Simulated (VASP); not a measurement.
# Fe (Fm-3m) in VASP: further runs

Fe is run at these levels: PBE; tasks: single point.

Program: VASP 6.6.1. These are calculated values, not measurements. Logs are shortened: lines on timing, memory, paths and dates and some standing lists are left out, and cuts for length are marked.

### 1 The cell of the first run

It takes space group Fm-3m (No. 225, cubic). Conventional cell: a = 3.468 Å, b = 3.468 Å, c = 3.468 Å, α = 90.00°, β = 90.00°, γ = 90.00°. Within 3.2 Å of Fe (site symmetry m-3m) lie 12 Fe at 2.45 Å.

This isn't the form of Fe at room conditions, which is bcc.

### 2 Single point, PBE, collinear spin, antiferromagnetic start

INCAR reads:

```
SYSTEM = Fe
ALGO = Normal
EDIFF = 1E-7
ENCUT = 520
GGA = PE
ISIF = 2
ISMEAR = -1
ISPIN = 2
ISYM = 0
LASPH = .True.
LCHARG = .False.
LMAXMIX = 4
LORBIT = 11
LREAL = .False.
LWAVE = .False.
MAGMOM = 5.6 -5.6
NBANDS = 19
NELM = 150
PREC = Accurate
SIGMA = 0.1
```

KPOINTS reads:

```
k-points
0
Gamma
  15 8 15
  0 0 0
```

POSCAR reads:

```
Fe
1.0
    0.0000000000      1.7340000000      1.7340000000
    3.4680000000      0.0000000000      3.4680000000
    1.7340000000      1.7340000000      0.0000000000
Fe
2
Direct
    0.0000000000      0.0000000000      0.0000000000
    0.0000000000      0.5000000000      0.0000000000
```

Potentials or basis: VASP PAW PBE potentials, release 64 (Fe).

Run with:

```bash
> cat potpaw_PBE.64/Fe/POTCAR > POTCAR
> mpirun -np 1 vasp_std > vasp.out
```

OUTCAR:

```text
SYSTEM = Fe
   EDIFF = 1E-7
   ENCUT = 520
   GGA = PE
   ISIF = 2
   ISMEAR = -1
   ISPIN = 2
   ISYM = 0
   LASPH = .True.
   LORBIT = 11
   LREAL = .False.
   NELM = 150
   PREC = Accurate

 ion  position               nearest neighbor table
   1  0.000  0.000  0.000-   2 2.45   2 2.45   2 2.45   2 2.45   2 2.45   2 2.45
   2  0.000  0.500  0.000-   1 2.45   1 2.45   1 2.45   1 2.45   1 2.45   1 2.45

IMPORTANT INFORMATION: All symmetrisations will be switched off!
NOSYMM: (Re-)initialisation of all symmetry stuff for point group C_1.

----------------------------------------------------------------------------------------

                                     Primitive cell

  volume of cell :      20.8549

  direct lattice vectors                    reciprocal lattice vectors
     0.000000000  1.734000000  1.734000000    -0.288350634  0.288350634  0.288350634
     3.468000000  0.000000000  3.468000000     0.144175317 -0.144175317  0.144175317
     1.734000000  1.734000000  0.000000000     0.288350634  0.288350634 -0.288350634

  length of vectors
     2.452246317  4.904492634  2.452246317     0.499437949  0.249718975  0.499437949

  position of ions in fractional coordinates (direct lattice)
     0.000000000  0.000000000  0.000000000
     0.000000000  0.500000000  0.000000000

  ion indices of the primitive-cell ions
   primitive index   ion index
                 1           1
                 2           2

----------------------------------------------------------------------------------------

 KPOINTS: k-points

Automatic generation of k-mesh.
 Grid dimensions read from file:
 generate k-points for:   15    8   15

 Generating k-lattice:

  Cartesian coordinates                     Fractional coordinates (reciprocal lattice)
    -0.019223376  0.019223376  0.019223376     0.066666667  0.000000000  0.000000000
     0.018021915 -0.018021915  0.018021915     0.000000000  0.125000000  0.000000000
     0.019223376  0.019223376 -0.019223376     0.000000000  0.000000000  0.066666667

  Length of vectors
     0.033295863  0.031214872  0.033295863

  Shift w.r.t. Gamma in fractional coordinates (k-lattice)
     0.000000000  0.000000000  0.000000000

 -----------------------------------------------------------------------------
|                                                                             |
|           W    W    AA    RRRRR   N    N  II  N    N   GGGG   !!!           |
|           W    W   A  A   R    R  NN   N  II  NN   N  G    G  !!!           |
|           W    W  A    A  R    R  N N  N  II  N N  N  G       !!!           |
|           W WW W  AAAAAA  RRRRR   N  N N  II  N  N N  G  GGG   !            |
|           WW  WW  A    A  R   R   N   NN  II  N   NN  G    G                |
[... 90 lines left out ...]
   GGA     = PE    functional components
   LHFCALC =     F    Hartree Fock is set to
   AEXX    =    0.0000 exact exchange contribution
   IVDW    =     0    specifies the selected vdW correction
   LEPSILON=     F    determine dielectric tensor
   LRPA    =     F    only Hartree local field effects (RPA)
 spin polarized calculation
  energy-cutoff  :      520.00
  volume of cell :       20.85
 maximum number of plane-waves:       578
   NGX =  9   NGY = 19   NGZ =  9

 number of electron      16.0000008 magnetization      -0.0002039

 number of electron      16.0000008 magnetization       0.0002841

 Free energy of the ion-electron system (eV)
  ---------------------------------------------------
  ext. energy  EPLUGINS =         0.00000000
  ---------------------------------------------------
  free energy    TOTEN  =       -16.22475533 eV

  energy without entropy =      -16.11150560  energy(sigma->0) =      -16.16813046

 E-fermi :   6.6984     XC(G=0): -13.6491

 val. band max:        6.6981864369   @ k =   0.1333   0.3750   0.4667
 cond. band min:       6.6993762402   @ k =  -0.0667   0.0000   0.4000
 fundamental gap:      0.0011898032
 Fermi energy:         6.6983668496

 spin component 1

 k-point     1 :       0.0000    0.0000    0.0000
  band No.  band energies     occupation
      1      -2.1283      1.00000
      2       1.8540      1.00000
      3       4.7366      1.00000
      4       4.7367      1.00000
      5       5.0480      1.00000
      6       5.1510      1.00000
[... 517 lines left out ...]
     18      33.3992      0.00000
     19      34.5422      0.00000

 [... further k-points ...]

 spin component 2

 k-point     1 :       0.0000    0.0000    0.0000
  band No.  band energies     occupation
      1      -2.1283      1.00000
      2       1.8541      1.00000
      3       4.7367      1.00000
      4       4.7368      1.00000
      5       5.0481      1.00000
      6       5.1511      1.00000
[... 517 lines left out ...]
     18      33.3992      0.00000
     19      34.5423      0.00000

 [... further k-points ...]

------------------------ aborting loop because EDIFF is reached ----------------------------------------

  FORCE on cell =-STRESS in cart. coord.  units (eV):
  Direction    XX          YY          ZZ          XY          YZ          ZX
  --------------------------------------------------------------------------------------
  -------------------------------------------------------------------------------------
  Total        0.1212550      0.1345753      0.1212576     -0.2757529     -0.2757551      0.2792033
  in kB        9.3154309     10.3387626      9.3156325    -21.1847529    -21.1849248     21.4498308
  external PRESSURE =       9.6566087 kB  Pullay stress =       0.0000000 kB

 VOLUME and BASIS-vectors are now :
 -----------------------------------------------------------------------------
  energy-cutoff  :      520.00
  volume of cell :       20.85
      direct lattice vectors                 reciprocal lattice vectors
     0.000000000  1.734000000  1.734000000    -0.288350634  0.288350634  0.288350634
     3.468000000  0.000000000  3.468000000     0.144175317 -0.144175317  0.144175317
     1.734000000  1.734000000  0.000000000     0.288350634  0.288350634 -0.288350634

 POSITION                                       TOTAL-FORCE (eV/Angst)
 -----------------------------------------------------------------------------------
      0.00000      0.00000      0.00000         0.000000      0.000000     -0.000000
      1.73400      0.00000      1.73400        -0.000000     -0.000000      0.000000
 -----------------------------------------------------------------------------------
    total drift:                               -0.000000     -0.000000     -0.000000

  FREE ENERGIE OF THE ION-ELECTRON SYSTEM (eV)
  ---------------------------------------------------
  free  energy   TOTEN  =       -16.2247553252 eV

  energy  without entropy=      -16.1115055988  energy(sigma->0) =      -16.16813046

 total charge

# of ion       s       p       d       tot
------------------------------------------
    1        0.529   0.617   6.307   7.453
    2        0.529   0.617   6.307   7.453
--------------------------------------------------
tot          1.058   1.234  12.614  14.906

 magnetization (x)

# of ion       s       p       d       tot
------------------------------------------
    1        0.003   0.011   0.955   0.970
    2       -0.003  -0.011  -0.955  -0.969
--------------------------------------------------
tot         -0.000  -0.000   0.000   0.000
```

It took 8.1 min on 1 thread of AMD EPYC 9R45 (Zen 5), shared host; peak memory 0.52 GiB.

What came out:

```
Free energy                                           : -16.2248 eV
Pressure                                              : 1.0 GPa
Band gap on the k mesh                                : zero (filled and empty bands overlap)
Net moment                                            : 0.00 μB per cell
Site moments                                          : Fe +0.97, -0.97 μB
Valence electrons inside the program's atomic spheres : Fe 7.45
```

Levels at points of the mesh, in eV from the Fermi level:
Spin up:
```tsv
k point	band 4	band 5	band 6	band 7	band 8	band 9	band 10	band 11	band 12	band 13
(0.00, 0.00, 0.00)	-1.96	-1.65	-1.55	-1.55	-0.16	-0.16	0.09	1.12	1.12	8.09
(0.00, 0.50, 0.00)	-1.89	-1.77	-1.77	-0.93	-0.93	-0.62	-0.62	0.60	0.60	16.04
```
Spin down:
| k point | band 6 | band 7 | band 8 | band 9 | band 10 | band 11 |
| --- | --- | --- | --- | --- | --- | --- |
| (0.00, 0.00, 0.00) | -1.55 | -1.55 | -0.16 | -0.16 | 0.09 | 1.12 |
| (0.00, 0.50, 0.00) | -1.77 | -0.93 | -0.93 | -0.62 | -0.62 | 0.60 |

### 3 Single point, PBE, collinear spin, antiferromagnetic start

INCAR reads:

```
ALGO = Normal
EDIFF = 1E-6
ENCUT = 520
GGA = PE
ISIF = 2
ISMEAR = -1
ISPIN = 2
ISYM = 0
LASPH = True
LCHARG = False
LMAXMIX = 4
LORBIT = 11
LREAL = False
LWAVE = False
MAGMOM = 4 -4
NBANDS = 19
NELM = 150
PREC = Accurate
SIGMA = 0.1
```

KPOINTS reads:

```
k-points
0
Gamma
  15 8 15
```

POSCAR is that of step 2.

Potentials or basis: VASP PAW PBE potentials, release 64 (Fe).

Run with:

```bash
> cat potpaw_PBE.64/Fe/POTCAR > POTCAR
> mpirun -np 1 vasp_std > vasp.out
```

It took 6.9 min on 1 thread of Intel Xeon 6975P-C (Granite Rapids), shared host; peak memory 0.56 GiB.

Results (log left out):

```
Free energy                                           : -16.2248 eV
Pressure                                              : 0.9 GPa
Band gap on the k mesh                                : zero (filled and empty bands overlap)
Net moment                                            : 0.00 μB per cell
Site moments                                          : Fe +0.97, -0.97 μB
Valence electrons inside the program's atomic spheres : Fe 7.45
```

Stress tensor (GPa, compression positive):
```
 0.91 -2.11  2.14
-2.11  1.01 -2.11
 2.14 -2.11  0.91
```

Levels at points of the mesh, in eV from the Fermi level:
Spin up:
| k point | band 5 | band 6 | band 7 | band 8 | band 9 | band 10 | band 11 | band 12 |
| --- | --- | --- | --- | --- | --- | --- | --- | --- |
| (0.00, 0.00, 0.00) | -1.65 | -1.55 | -1.55 | -0.16 | -0.16 | 0.09 | 1.11 | 1.12 |
| (0.00, 0.50, 0.00) | -1.77 | -1.77 | -0.93 | -0.93 | -0.62 | -0.62 | 0.60 | 0.60 |
Spin down:
```
           k point  band 4  band 5  band 6  band 7  band 8  band 9  band 10  band 11  band 12  band 13
(0.00, 0.00, 0.00)   -1.96   -1.65   -1.55   -1.55   -0.16   -0.16     0.09     1.11     1.12     8.09
(0.00, 0.50, 0.00)   -1.89   -1.77   -1.77   -0.93   -0.93   -0.62    -0.62     0.60     0.60    16.04
```

### 4 Single point, PBE, collinear spin, ferromagnetic start

INCAR reads:

```
PREC = Accurate
ENCUT = 520
EDIFF = 1E-6
ISMEAR = -1
SIGMA = 0.1
LREAL = False
LASPH = True
NELM = 150
ALGO = Normal
ISIF = 2
LWAVE = False
LCHARG = False
ISPIN = 2
MAGMOM = 4 4
LORBIT = 11
LMAXMIX = 4
GGA = PE
NBANDS = 19
ISYM = 0
```

KPOINTS reads:

```
regular mesh
0
Gamma
  15 8 15
```

POSCAR is that of step 3.

Potentials or basis: VASP PAW PBE potentials, release 64 (Fe).

Run with:

```bash
> cat potpaw_PBE.64/Fe/POTCAR > POTCAR
> mpirun -np 1 vasp_std > vasp.out
```

OUTCAR:

```text
PREC = Accurate
   ENCUT = 520
   EDIFF = 1E-6
   ISMEAR = -1
   LREAL = False
   LASPH = True
   NELM = 150
   ISIF = 2
   ISPIN = 2
   LORBIT = 11
   GGA = PE
   ISYM = 0

 ion  position               nearest neighbor table
   1  0.000  0.000  0.000-   2 2.45   2 2.45   2 2.45   2 2.45   2 2.45   2 2.45
   2  0.000  0.500  0.000-   1 2.45   1 2.45   1 2.45   1 2.45   1 2.45   1 2.45

IMPORTANT INFORMATION: All symmetrisations will be switched off!
NOSYMM: (Re-)initialisation of all symmetry stuff for point group C_1.

[... 1245 lines left out ...]
 -----------------------------------------------------------------------------
  energy-cutoff  :      520.00
  volume of cell :       20.85
      direct lattice vectors                 reciprocal lattice vectors
     0.000000000  1.734000000  1.734000000    -0.288350634  0.288350634  0.288350634
     3.468000000  0.000000000  3.468000000     0.144175317 -0.144175317  0.144175317
     1.734000000  1.734000000  0.000000000     0.288350634  0.288350634 -0.288350634

 POSITION                                       TOTAL-FORCE (eV/Angst)
 -----------------------------------------------------------------------------------
      0.00000      0.00000      0.00000        -0.000000      0.000000     -0.000000
      1.73400      0.00000      1.73400         0.000000     -0.000000      0.000000
 -----------------------------------------------------------------------------------
    total drift:                                0.000000     -0.000000      0.000000

  FREE ENERGIE OF THE ION-ELECTRON SYSTEM (eV)
  ---------------------------------------------------
  free  energy   TOTEN  =       -16.2382640045 eV

  energy  without entropy=      -16.1351210311  energy(sigma->0) =      -16.18669252

 total charge

# of ion       s       p       d       tot
------------------------------------------
    1        0.528   0.616   6.311   7.455
    2        0.528   0.616   6.311   7.455
--------------------------------------------------
tot          1.056   1.232  12.622  14.910

 magnetization (x)

# of ion       s       p       d       tot
------------------------------------------
    1       -0.005  -0.018   0.984   0.961
    2       -0.005  -0.018   0.984   0.961
--------------------------------------------------
tot         -0.011  -0.036   1.968   1.921
```

OSZICAR:

```text
N       E                     dE             d eps       ncg     rms          rms(c)
DAV:   1     0.782577446657E+02    0.78258E+02   -0.78525E+03 74852   0.117E+03
DAV:   2    -0.131142728564E+02   -0.91372E+02   -0.81332E+02 68959   0.204E+02
DAV:   3    -0.166879177887E+02   -0.35736E+01   -0.34491E+01 75125   0.513E+01
DAV:   4    -0.167162027180E+02   -0.28285E-01   -0.28271E-01 76056   0.432E+00
DAV:   5    -0.167164955812E+02   -0.29286E-03   -0.29285E-03 76481   0.406E-01    0.198E+01
DAV:   6    -0.161358900426E+02    0.58061E+00   -0.47779E+00 74442   0.466E+01    0.419E+00
DAV:   7    -0.161946710985E+02   -0.58781E-01   -0.27634E-01 82589   0.816E+00    0.452E+00
DAV:   8    -0.162048735807E+02   -0.10202E-01   -0.61318E-03 86475   0.134E+00    0.222E+00
DAV:   9    -0.162229839717E+02   -0.18110E-01   -0.74804E-03 87028   0.160E+00    0.152E+00
DAV:  10    -0.162394915937E+02   -0.16508E-01   -0.23723E-02100870   0.261E+00    0.110E+00
DAV:  11    -0.162366468098E+02    0.28448E-02   -0.19727E-02101443   0.219E+00    0.575E-01
DAV:  12    -0.162379330963E+02   -0.12863E-02   -0.14836E-03 88682   0.678E-01    0.265E-01
DAV:  13    -0.162381802988E+02   -0.24720E-03   -0.26695E-04100296   0.239E-01    0.714E-02
DAV:  14    -0.162382362625E+02   -0.55964E-04   -0.22057E-05103211   0.601E-02    0.754E-02
DAV:  15    -0.162382656798E+02   -0.29417E-04   -0.56229E-05 97658   0.149E-01    0.171E-02
DAV:  16    -0.162382640990E+02    0.15808E-05   -0.60033E-06 89354   0.417E-02    0.399E-03
DAV:  17    -0.162382640045E+02    0.94494E-07   -0.19097E-07 39000   0.626E-03
   1 F= -.16238264E+02 E0= -.16186693E+02  d E =-.103143E+00  mag=     1.9436
```

stdout:

```text
POSCAR found type information on POSCAR Fe
 POSCAR found :  1 types and       2 ions
 scaLAPACK will be used
 LDA part: xc-table for (Slater+PW92), standard interpolation
 -----------------------------------------------------------------------------
|                                                                             |
|           W    W    AA    RRRRR   N    N  II  N    N   GGGG   !!!           |
|           W    W   A  A   R    R  NN   N  II  NN   N  G    G  !!!           |
|           W    W  A    A  R    R  N N  N  II  N N  N  G       !!!           |
|           W WW W  AAAAAA  RRRRR   N  N N  II  N  N N  G  GGG   !            |
|           WW  WW  A    A  R   R   N   NN  II  N   NN  G    G                |
|           W    W  A    A  R    R  N    N  II  N    N   GGGG   !!!           |
|                                                                             |
|     Your reciprocal lattice and k-lattice belong to different lattice       |
|     classes:                                                                |
|                                                                             |
|        The reciprocal lattice is rhombohedral (trigonal),                   |
|        whereas your k-lattice is base-centered monoclinic.                  |
|                                                                             |
|     Results are often still useful ...                                      |
|                                                                             |
 -----------------------------------------------------------------------------

 POSCAR, INCAR and KPOINTS ok, starting setup
 FFT: planning ... GRIDC
 FFT: planning ... GRID_SOFT
 FFT: planning ... GRID
 WAVECAR not read
 entering main loop
```

It took 9.2 min on 1 thread of Oxide Virtual Turin-like, shared host; peak memory 0.52 GiB.

Results:

```yaml
Free_energy: -16.2383 eV
Pressure: 2.5 GPa
Net_moment: 1.94 μB per cell
Site_moments: Fe +0.96 μB
Valence_electrons_inside_the_program's_atomic_spheres: Fe 7.46
```

### 5 Single point, PBE, collinear spin

INCAR reads:

```
SYSTEM = Fe
PREC = Accurate
ENCUT = 520
EDIFF = 1E-6
ISMEAR = -1
SIGMA = 0.1
LREAL = .FALSE.
LASPH = .TRUE.
NELM = 150
ALGO = Normal
ISIF = 2
LWAVE = .FALSE.
LCHARG = .TRUE.
ISPIN = 2
MAGMOM = 0 4
LORBIT = 11
LMAXMIX = 4
GGA = PE
LELF = .TRUE.
LVHAR = .TRUE.
NBANDS = 19
ISYM = 0
```

KPOINTS reads:

```
Automatic mesh
0
G
  15 8 15
  0 0 0
```

POSCAR is that of step 4.

Run with:

```bash
> cat potpaw_PBE.64/Fe/POTCAR > POTCAR
> mpirun -np 1 vasp_std > vasp.out
```

Run time: 28 min. Hardware: 1 thread of Oxide Virtual Turin-like, shared host; peak memory 0.52 GiB.

Results (log left out):

```yaml
Free_energy: -16.2207 eV
Pressure: -0.7 GPa
Net_moment: 0.92 μB per cell
Site_moments: Fe -0.17, +1.08 μB
Valence_electrons_inside_the_program's_atomic_spheres: Fe 7.46, 7.45
```

Stress tensor (GPa, compression positive):
```
-0.72 -0.79  0.83
-0.79 -0.64 -0.79
 0.83 -0.79 -0.72
```

Levels at points of the mesh, in eV from the Fermi level:
Spin up:
```csv
k point,band 5,band 6,band 7,band 8,band 9,band 10,band 11,band 12
"(0.00, 0.00, 0.00)",-1.79,-1.75,-1.75,-0.49,-0.48,0.09,0.78,0.78
"(0.00, 0.50, 0.00)",-1.86,-1.86,-1.29,-1.29,-0.70,-0.70,0.14,0.14
```
Spin down:
```
           k point  band 5  band 6  band 7  band 8  band 9  band 10
(0.00, 0.00, 0.00)   -1.48   -1.35   -1.35    0.13    0.21     0.21
(0.00, 0.50, 0.00)   -1.38   -1.38   -0.89   -0.89   -0.07    -0.06
```

### 6 Summary

```tsv
spin	gap on the mesh (eV)	pressure (GPa)	moment (μB)
collinear, antiferromagnetic start	none	0.9	0.00
collinear, ferromagnetic start	none	2.5	1.94
collinear	none	-0.7	0.92
```

Alike in all rows: task single point; level PBE; potentials or basis VASP PAW PBE potentials, release 64 (Fe); cell as given; k mesh 15 × 8 × 15; cutoff (eV) 520; smearing fermi-dirac 0.1 eV.

Absolute energies hang on the potentials; compare differences alone.
